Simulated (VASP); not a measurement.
Write the native input for VASP 6.6.1 that does the following.

```
Task                   : single point
Functional             : LDA
Potentials or basis    : VASP PAW LDA potentials, release 64 (Al, Cu)
Cutoff                 : 520 eV
k mesh                 : 10 × 10 × 14
Occupations            : gaussian, width 0.1 eV
Spin                   : no spin polarisation
Dipole correction      : no
Further INCAR settings : ALGO = Normal; EDIFF = 1e-07; NBANDS = 16
```

The structure of Al2Cu lies in POSCAR:

```
Al2Cu
1.0
    4.1051820000      0.0000000000      0.0000000000
    0.0000000000      4.1051820000      0.0000000000
    0.0000000000      0.0000000000      2.8913130000
Al Cu
2 1
Direct
    0.5000000000      0.0000000000      0.5000000000
    0.0000000000      0.5000000000      0.5000000000
    0.0000000000      0.0000000000      0.0000000000
```

One way to write it, as run:

INCAR

```
PREC = Accurate
ENCUT = 520
EDIFF = 1E-7
ISMEAR = 0
SIGMA = 0.1
LREAL = False
LASPH = True
NELM = 100
ALGO = Normal
ISIF = 2
LWAVE = False
LCHARG = False
GGA = CA
NBANDS = 16
```

KPOINTS

```
Automatic mesh
0
Gamma
  10 10 14
```

Potentials or basis: VASP PAW LDA potentials, release 64 (Al, Cu).

Run with:

```bash
$ cat potpaw_LDA.64/Al/POTCAR potpaw_LDA.64/Cu/POTCAR > POTCAR
$ mpirun -np 1 vasp_std > vasp.out
```

Results of the run:

The pressure is -4.9 GPa.

Wall time 92 s on 1 thread of Intel(R) Xeon(R) Platinum 8375C CPU @ 2.90GHz (Ice Lake), with other jobs on the host, peak memory 0.24 GiB.
